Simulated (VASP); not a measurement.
Input of a VASP 6.6.1 run:

File INCAR:

```
ALGO = Normal
EDIFF = 1E-6
ENCUT = 500
GGA = PE
GGA_COMPAT = F
ISIF = 2
ISMEAR = 0
LASPH = T
LCHARG = T
LELF = T
LREAL = F
LVHAR = T
LWAVE = F
NBANDS = 24
NELM = 120
PREC = Accurate
SIGMA = 0.1
```

Contents of KPOINTS:

```
k-points
0
Gamma
  6 6 6
```

The input POSCAR:

```
Na2Se3
1.0
    2.2059234871      1.2735905191      9.2137796947
   -2.2059234871      1.2735905191      9.2137796947
    0.0000000000     -2.5471810382      9.2137796947
Na Se
2 3
Direct
    0.3798795890      0.3798795890      0.3798795890
    0.6201204110      0.6201204110      0.6201204110
    0.0000000000      0.0000000000      0.0000000000
    0.1778050663      0.1778050663      0.1778050663
    0.8221949337      0.8221949337      0.8221949337
```

Potentials or basis: VASP PAW PBE potentials, release 64 (Na_pv, Se).

Launch:

```console
$ cat potpaw_PBE.64/Na_pv/POTCAR potpaw_PBE.64/Se/POTCAR > POTCAR
$ mpirun -np 1 vasp_std > vasp.out
```

Problem. Predict the band gap on the k mesh.

Solution. Zero (bands 16 and 17 overlap by 0.05 eV).

Problem. What does it give for the pressure?

Solution. 0.2 GPa.

Problem. Estimate the largest force.

Solution. 0.029 eV/Å.

Stress tensor (GPa, compression positive):
```
 0.32  0.00  0.00
 0.00  0.32  0.00
 0.00  0.00 -0.13
```
